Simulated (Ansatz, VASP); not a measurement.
# SiC: VASP beside Ansatz

```
Si C
1.0
     3.05668    0.00000    0.00000
    -1.52834    2.64717    0.00000
     0.00000    0.00000    5.01506
Si C
2 2
Direct
  0.33333 0.66667 0.00456
  0.66667 0.33333 0.50456
  0.33333 0.66667 0.38044
  0.66667 0.33333 0.88044
```

Alike in both runs: task relaxation of cell and atoms; functional LDA; k mesh 12 × 12 × 6; occupations gaussian, width 0.02 eV; no spin polarisation.

|  | VASP | Ansatz |
| --- | --- | --- |
| version | VASP 6.6.1 | Ansatz 0.2.0 |
| potentials or method | VASP PAW LDA potentials, release 64 (Si, C), cutoff 600 eV | scalar-relativistic, plane waves, PAW |
| valence electrons in the cell | 16 | 16 |

VASP gave:

| Property | Result |
| --- | --- |
| gap on the k mesh at the Fermi level, each at its own relaxed structure (eV) | 2.12 |
| relaxed volume (Å³/atom) | 10.16 |
| relaxed cell length with the largest relative difference (Å) | 3.058 |

Problem. Which values does Ansatz return?

Solution. gap on the k mesh at the Fermi level, each at its own relaxed structure (eV): 2.13; relaxed volume (Å³/atom): 10.14; relaxed cell length with the largest relative difference (Å): 3.056.

Ansatz warns that its potentials were made for another functional, while VASP's fit it. LDA's correlation is that of Perdew and Zunger in VASP and of Perdew and Wang (1992) in Ansatz.
